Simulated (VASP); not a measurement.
Write the native input for VASP 6.6.1 that does the following.

```
Task                   : single point
Functional             : PBEsol
Potentials or basis    : VASP PAW PBE potentials, release 64 (Ba_sv)
Cutoff                 : 520 eV
k mesh                 : 14 × 14 × 14
Occupations            : gaussian, width 0.15 eV
Spin                   : no spin polarisation
Dipole correction      : no
Further INCAR settings : ALGO = Fast; EDIFF = 1e-07; NBANDS = 11
```

The structure of Ba lies in POSCAR:

```
Ba
1.0
   -1.0766400130      2.5241627062      2.5241627062
    2.5241627062     -1.0766400130      2.5241627062
    2.5241627062      2.5241627062     -1.0766400130
Ba
1
Direct
    0.0000000000      0.0000000000      0.0000000000
```

These files were run (other wordings do the same):

INCAR

```
  ALGO = Fast
  EDIFF = 1E-7
  ENCUT = 520
  GGA = PS
  ISIF = 2
  ISMEAR = 0
  LASPH = T
  LCHARG = F
  LREAL = F
  LWAVE = F
  NBANDS = 11
  NELM = 60
  PREC = Accurate
  SIGMA = 0.15
```

KPOINTS

```
k-points
0
Gamma
  14 14 14
```

Potentials or basis: VASP PAW PBE potentials, release 64 (Ba_sv).

The run is started by

```console
$ cat potpaw_PBE.64/Ba_sv/POTCAR > POTCAR
$ mpirun -np 1 vasp_std > vasp.out
```

Results of the run:

| Item | Value |
| --- | --- |
| Pressure | 1.1 GPa |
| Band gap on the k mesh | zero (bands 5 and 6 overlap by 0.38 eV) |

Caveat: the PAW data sets were made with another functional, which shifts forces and pressure a little; spin-orbit coupling is left out, which moves the levels of the heavy elements.

It took 52 s on 1 thread of Intel(R) Xeon(R) 6975P-C (Granite Rapids), with other jobs on the host, peak memory 0.28 GiB.
